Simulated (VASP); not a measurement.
# ZrB2 (P6/mmm) in VASP: a series of runs, part 2 of 2

VASP 6.6.1.

### 3 Relaxation of cell and atoms, r2SCAN+D4

File POSCAR:

```
ZrB2
1.0
    3.1700000000      0.0000000000      0.0000000000
   -1.5850000000      2.7453005300      0.0000000000
    0.0000000000      0.0000000000      3.5330000000
Zr B
1 2
Direct
    0.0000000000      0.0000000000      0.0000000000
    0.6666666667      0.3333333333      0.5000000000
    0.3333333333      0.6666666667      0.5000000000
```

File INCAR.step1:

```
SYSTEM = ZrB2
PREC = Accurate
ENCUT = 600
ISMEAR = -1
SIGMA = 0.05
LREAL = .FALSE.
LASPH = .TRUE.
NELM = 80
GGA = PE
ALGO = Normal
EDIFF = 1E-4
LWAVE = .TRUE.
LCHARG = .FALSE.
```

File INCAR.step2:

```
SYSTEM = ZrB2
PREC = Accurate
ENCUT = 600
EDIFF = 1E-7
ISMEAR = -1
SIGMA = 0.05
LREAL = .FALSE.
LASPH = .TRUE.
NELM = 80
ALGO = Normal
ISIF = 3
LWAVE = .FALSE.
LCHARG = .FALSE.
METAGGA = R2SCAN
LMIXTAU = .TRUE.
IVDW = 13
IBRION = 2
NSW = 60
EDIFFG = -0.01
VDW_S6 = 1.0
VDW_S8 = 0.6018749
VDW_A1 = 0.51559235
VDW_A2 = 5.77342911
ISTART = 1
```

File KPOINTS:

```
regular mesh
0
G
  10 10 8
  0 0 0
```

Potentials or basis: VASP PAW PBE potentials, release 64 (Zr_sv, B).

Run with:

```bash
$ cat potpaw_PBE.64/Zr_sv/POTCAR potpaw_PBE.64/B/POTCAR > POTCAR
$ cp INCAR.step1 INCAR
$ mpirun -np 1 vasp_std > vasp.out
$ cp INCAR.step2 INCAR
$ mpirun -np 1 vasp_std > vasp.out
```

Wall time 5.6 min (1 thread of Intel Xeon 6975P-C, shared host); peak memory 0.2 GiB.

The run converged. Its results:

- Free energy: -40.9831 eV
- Relaxed volume: 10.20 Å³/atom
- Relaxed cell: a = 3.160 Å, b = 3.160 Å, c = 3.539 Å, α = 90.00°, β = 90.00°, γ = 120.00°
- Space group after relaxing (to 0.05 Å): P6/mmm (No. 191)
- Energy gained by relaxing: 0.3 meV/atom
- Ionic steps: 4
- Pressure after relaxing: 0.0 GPa
- Band gap on the k mesh: zero (band 9 reaches 11.36 eV, above the bottom of band 10 at 10.44 eV)
- Dispersion energy per atom: -0.116 eV

Stress tensor (GPa, compression positive):
```
 0.01  0.00  0.00
 0.00  0.01  0.00
 0.00  0.00 -0.08
```

Step by step:
| step | energy change (eV) | largest force (eV/Å) | pressure (GPa) | volume (Å³) |
| --- | --- | --- | --- | --- |
| 1 | 0.0000 | 0.0000 | -1.19 | 30.75 |
| 2 | 0.0000 | 0.0000 | 1.63 | 30.41 |
| 3 | -0.0009 | 0.0000 | 0.22 | 30.58 |
| 4 | -0.0010 | 0.0000 | -0.02 | 30.61 |

Final structure:
```
CELL_PARAMETERS angstrom
3.16025 0.00000 0.00000
-1.58012 2.73686 0.00000
0.00000 0.00000 3.53895
ATOMIC_POSITIONS crystal
Zr 0.00000 0.00000 0.00000
B 0.66667 0.33333 0.50000
B 0.33333 0.66667 0.50000
```

Levels at points of the mesh, in eV from the Fermi level:
```tsv
k point	band 7	band 8	band 9	band 10	band 11	band 12
(0.00, 0.00, 0.00)	-2.69	-2.63	-2.57	3.71	3.71	4.49
(0.50, 0.00, 0.00)	-4.11	-3.22	-2.73	2.36	2.53	5.28
(0.00, 0.00, 0.50)	-0.96	-0.96	0.48	0.48	0.93	0.93
(0.50, 0.00, 0.50)	-4.81	-4.33	-2.18	4.02	4.33	5.65
```

Caveat: the PAW data sets were made with another functional, which shifts forces and pressure a little; pairwise dispersion overbinds metals, which lowers pressure and volume.

### 4 Single point, PBE

This run uses another cell than the first one, of 9.84 Å³/atom, 0.960 times its volume.

File INCAR:

```
SYSTEM = ZrB2
PREC = Accurate
ENCUT = 520
EDIFF = 1E-6
ISMEAR = -1
SIGMA = 0.05
LREAL = .FALSE.
LASPH = .TRUE.
NELM = 80
ALGO = Normal
ISIF = 2
LWAVE = .FALSE.
LCHARG = .FALSE.
GGA = PE
NBANDS = 16
```

File KPOINTS:

```
regular mesh
0
G
  8 8 7
  0 0 0
```

POSCAR: that of step 3 with these lines changed.

```diff
@@ -4,3 +4,3 @@
    -1.5850000000      2.7453005300      0.0000000000
-    0.0000000000      0.0000000000      3.5330000000
+    0.0000000000      0.0000000000      3.3916800000
 Zr B
```

Potentials or basis: VASP PAW PBE potentials, release 64 (Zr_sv, B).

Run with:

```bash
$ cat potpaw_PBE.64/Zr_sv/POTCAR potpaw_PBE.64/B/POTCAR > POTCAR
$ mpirun -np 1 vasp_std > vasp.out
```

OUTCAR:

```text
SYSTEM = ZrB2
   PREC = Accurate
   ENCUT = 520
   EDIFF = 1E-6
   ISMEAR = -1
   LREAL = .FALSE.
   LASPH = .TRUE.
   NELM = 80
   ISIF = 2
   GGA = PE

 ion  position               nearest neighbor table
   1  0.000  0.000  0.000-   2 2.50   3 2.50   2 2.50   3 2.50   2 2.50   2 2.50   3 2.50   3 2.50
                             2 2.50   2 2.50   3 2.50   3 2.50
   2  0.667  0.333  0.500-   3 1.83   3 1.83   3 1.83   1 2.50   1 2.50   1 2.50   1 2.50   1 2.50
                             1 2.50
   3  0.333  0.667  0.500-   2 1.83   2 1.83   2 1.83   1 2.50   1 2.50   1 2.50   1 2.50   1 2.50
                             1 2.50

  LATTYP: Found a hexagonal cell.
[... 654 lines left out ...]
  --------------------------------------------------------------------------------------
  -------------------------------------------------------------------------------------
  Total        1.2709082      1.2709082      3.6764552      0.0000000      0.0000000      0.0000000
  in kB       68.9859625     68.9859625    199.5610722      0.0000000      0.0000000      0.0000000
  external PRESSURE =     112.5109991 kB  Pullay stress =       0.0000000 kB

 VOLUME and BASIS-vectors are now :
 -----------------------------------------------------------------------------
  energy-cutoff  :      520.00
  volume of cell :       29.52
      direct lattice vectors                 reciprocal lattice vectors
     3.170000000  0.000000000  0.000000000     0.315457413  0.182129422  0.000000000
    -1.585000000  2.745300530  0.000000000     0.000000000  0.364258845  0.000000000
     0.000000000  0.000000000  3.391680000     0.000000000  0.000000000  0.294839136

 POSITION                                       TOTAL-FORCE (eV/Angst)
 -----------------------------------------------------------------------------------
      0.00000      0.00000      0.00000        -0.000000      0.000000     -0.000000
      1.58500      0.91510      1.69584        -0.000000      0.000000      0.000000
     -0.00000      1.83020      1.69584         0.000000      0.000000     -0.000000
 -----------------------------------------------------------------------------------
    total drift:                               -0.000000      0.000000     -0.000000

  FREE ENERGIE OF THE ION-ELECTRON SYSTEM (eV)
  ---------------------------------------------------
  free  energy   TOTEN  =       -24.8978060380 eV

  energy  without entropy=      -24.8968950078  energy(sigma->0) =      -24.89735052
```

OSZICAR:

```text
N       E                     dE             d eps       ncg     rms          rms(c)
DAV:   1     0.101254613705E+03    0.10125E+03   -0.99337E+03  1288   0.113E+03
DAV:   2    -0.234502489847E+02   -0.12470E+03   -0.12075E+03  1664   0.290E+02
DAV:   3    -0.274212361315E+02   -0.39710E+01   -0.39569E+01  1904   0.442E+01
DAV:   4    -0.274688704194E+02   -0.47634E-01   -0.47627E-01  1616   0.465E+00
DAV:   5    -0.274701992058E+02   -0.13288E-02   -0.13288E-02  1888   0.476E-01    0.241E+01
DAV:   6    -0.249494955384E+02    0.25207E+01   -0.54062E+00  1624   0.161E+01    0.989E+00
DAV:   7    -0.248973193036E+02    0.52176E-01   -0.64711E-01  1720   0.511E+00    0.343E+00
DAV:   8    -0.249013082114E+02   -0.39889E-02   -0.97884E-02  1552   0.258E+00    0.410E-01
DAV:   9    -0.248980206744E+02    0.32875E-02   -0.15879E-02  1560   0.983E-01    0.201E-01
DAV:  10    -0.248978026258E+02    0.21805E-03   -0.11749E-03  1488   0.319E-01    0.360E-02
DAV:  11    -0.248978080862E+02   -0.54605E-05   -0.52676E-05  1808   0.672E-02    0.117E-02
DAV:  12    -0.248978061309E+02    0.19553E-05   -0.34889E-06  1392   0.181E-02    0.535E-03
DAV:  13    -0.248978060380E+02    0.92840E-07   -0.23353E-07   768   0.493E-03
   1 F= -.24897806E+02 E0= -.24897351E+02  d E =-.911030E-03
```

stdout:

```text
POSCAR found type information on POSCAR ZrB
 POSCAR found :  2 types and       3 ions
 scaLAPACK will be used
 LDA part: xc-table for (Slater+PW92), standard interpolation
 POSCAR, INCAR and KPOINTS ok, starting setup
 FFT: planning ... GRIDC
 FFT: planning ... GRID_SOFT
 FFT: planning ... GRID
 WAVECAR not read
 entering main loop
```

Run time: 8.8 s. Hardware: 1 thread of Intel Xeon Platinum 8488C (Sapphire Rapids), shared host; peak memory 0.15 GiB.

Results:

```
Free energy            : -24.8978 eV
Pressure               : 11.3 GPa
Band gap on the k mesh : zero (band 9 reaches 11.76 eV, above the bottom of band 10 at 11.04 eV)
```

Levels at points of the mesh, in eV from the Fermi level:
```
           k point  band 6  band 7  band 8  band 9  band 10  band 11  band 12  band 13
(0.00, 0.00, 0.00)   -3.15   -3.15   -2.72   -2.14     3.43     3.43     4.39     4.59
(0.50, 0.00, 0.00)   -8.68   -3.91   -3.32   -2.98     2.30     2.34     4.74     5.08
```

### 5 Single point, PBE

This run uses another cell than the first one, of 10.04 Å³/atom, 0.980 times its volume.

File INCAR:

```
SYSTEM = ZrB2
ALGO = Normal
EDIFF = 1E-6
ENCUT = 520
GGA = PE
ISIF = 2
ISMEAR = -1
LASPH = .True.
LCHARG = .True.
LELF = .True.
LREAL = .False.
LVHAR = .True.
LWAVE = .False.
NBANDS = 16
NELM = 100
PREC = Accurate
SIGMA = 0.05
```

File KPOINTS:

```
k-points
0
Gamma
  8 8 7
  0 0 0
```

POSCAR: that of step 4 with these lines changed.

```diff
@@ -4,3 +4,3 @@
    -1.5850000000      2.7453005300      0.0000000000
-    0.0000000000      0.0000000000      3.3916800000
+    0.0000000000      0.0000000000      3.4623400000
 Zr B
```

Run with:

```bash
$ cat potpaw_PBE.64/Zr_sv/POTCAR potpaw_PBE.64/B/POTCAR > POTCAR
$ mpirun -np 1 vasp_std > vasp.out
```

Wall time 9.3 s (1 thread of Intel Xeon Platinum 8488C (Sapphire Rapids), shared host); peak memory 0.15 GiB.

The run converged. Its results:

* Free energy: -24.9556 eV
* Pressure: 5.8 GPa
* Band gap on the k mesh: zero (band 9 reaches 11.42 eV, above the bottom of band 10 at 10.99 eV)

Stress tensor (GPa, compression positive):
```
 3.56  0.00  0.00
 0.00  3.56  0.00
 0.00  0.00 10.20
```

Levels at points of the mesh, in eV from the Fermi level:
```tsv
k point	band 7	band 8	band 9	band 10	band 11	band 12
(0.00, 0.00, 0.00)	-3.00	-2.76	-2.37	3.29	3.29	4.26
(0.50, 0.00, 0.00)	-4.03	-3.31	-2.94	2.14	2.20	4.72
```

### 6 Single point, PBE

This run uses another cell than the first one, of 10.15 Å³/atom, 0.990 times its volume.

File INCAR:

```
SYSTEM = ZrB2
  ALGO = Normal
  EDIFF = 1E-6
  ENCUT = 520
  GGA = PE
  ISIF = 2
  ISMEAR = -1
  LASPH = .True.
  LCHARG = .False.
  LREAL = .False.
  LWAVE = .False.
  NBANDS = 16
  NELM = 100
  PREC = Accurate
  SIGMA = 0.05
```

File KPOINTS:

```
k-points
0
Gamma
  8 8 6
  0 0 0
```

POSCAR: that of step 5 with these lines changed.

```diff
@@ -4,3 +4,3 @@
    -1.5850000000      2.7453005300      0.0000000000
-    0.0000000000      0.0000000000      3.4623400000
+    0.0000000000      0.0000000000      3.4976700000
 Zr B
```

Potentials or basis: VASP PAW PBE potentials, release 64 (Zr_sv, B).

Run with:

```bash
$ cat potpaw_PBE.64/Zr_sv/POTCAR potpaw_PBE.64/B/POTCAR > POTCAR
$ mpirun -np 1 vasp_std > vasp.out
```

Wall time 8.5 s (1 thread of Intel Xeon Platinum 8488C (Sapphire Rapids), shared host); peak memory 0.15 GiB.

It converged, with:

```
Free energy            : -24.9709 eV
Pressure               : 3.3 GPa
Band gap on the k mesh : zero (band 9 reaches 11.33 eV, above the bottom of band 10 at 10.88 eV)
```

Stress tensor (GPa, compression positive):
```
2.03 0.00 0.00
0.00 2.03 0.00
0.00 0.00 5.76
```

Levels at points of the mesh, in eV from the Fermi level:
```tsv
k point	band 7	band 8	band 9	band 10	band 11	band 12
(0.00, 0.00, 0.00)	-2.88	-2.73	-2.42	3.29	3.29	4.16
(0.50, 0.00, 0.00)	-4.02	-3.25	-2.87	2.12	2.19	4.77
(0.00, 0.00, 0.50)	-1.17	-1.17	0.08	0.08	0.63	0.63
(0.50, 0.00, 0.50)	-4.85	-4.32	-2.16	3.76	3.93	5.17
```

### 7 The runs side by side

```tsv
task	level	cell	k mesh	cutoff (eV)	gap on the mesh (eV)	pressure (GPa)	relaxed volume (Å³/atom)
relaxation of cell and atoms	revPBE	relaxed from a = 3.170, b = 3.170, c = 3.533 Å, angles 90.0, 90.0, 120.0°, 3 atoms	10 × 10 × 8	600	none	0.0	10.41
relaxation of cell and atoms	r2SCAN+D4	relaxed from a = 3.170, b = 3.170, c = 3.533 Å, angles 90.0, 90.0, 120.0°, 3 atoms	10 × 10 × 8	600	none	0.0	10.20
single point	PBE	a = 3.170, b = 3.170, c = 3.392 Å, angles 90.0, 90.0, 120.0°, 3 atoms	8 × 8 × 7	520	none	11.3	-
single point	PBE	a = 3.170, b = 3.170, c = 3.462 Å, angles 90.0, 90.0, 120.0°, 3 atoms	8 × 8 × 7	520	none	5.8	-
single point	PBE	a = 3.170, b = 3.170, c = 3.498 Å, angles 90.0, 90.0, 120.0°, 3 atoms	8 × 8 × 6	520	none	3.3	-
```

Alike in all rows: potentials or basis VASP PAW PBE potentials, release 64 (Zr_sv, B); no spin polarisation; smearing fermi-dirac 0.05 eV.

Caveats: the PAW data sets were made with another functional, which shifts forces and pressure a little (some runs); pairwise dispersion overbinds metals, which lowers pressure and volume (some runs).

Absolute energies hang on the potentials; compare differences alone.
